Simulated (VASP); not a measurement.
C, 2 atoms in the cell. The structure is cubic, space group Fd-3m (No. 227). Conventional cell: a = 3.567 Å, b = 3.567 Å, c = 3.567 Å, α = 90.00°, β = 90.00°, γ = 90.00°. C (site symmetry -43m) has 4 C at 1.54 Å within 2.1 Å. 

* Program: VASP 6.6.1
* Task: single point
* Functional: LDA
* Potentials or basis: VASP PAW LDA potentials, release 64 (C)
* Cutoff: 520 eV
* k mesh: 20 × 20 × 20
* Occupations: fermi-dirac, width 0.08 eV
* Spin: no spin polarisation
* Dipole correction: no
* k mesh for the DOS: 30 × 30 × 30
* Occupations for the DOS: tetrahedron
* Further INCAR settings: ALGO = Normal; EDIFF = 1e-07; NBANDS = 11

Potentials or basis: VASP PAW LDA potentials, release 64 (C).

The run is started by

```sh
$ cat potpaw_LDA.64/C/POTCAR > POTCAR
$ cp INCAR.step1 INCAR
$ cp KPOINTS.step1 KPOINTS
$ mpirun -np 1 vasp_std > vasp.out
$ cp INCAR.step2 INCAR
$ cp KPOINTS.step2 KPOINTS
$ mpirun -np 1 vasp_std > vasp.out
```

Hardware: 1 thread of Intel Xeon 8259CL, on a shared host.

Task: How long does it take, and how much memory?

Result: Run time: 94 s on 1 thread of Intel Xeon 8259CL (shared host), peak memory 0.18 GiB. Counts: k points 752.
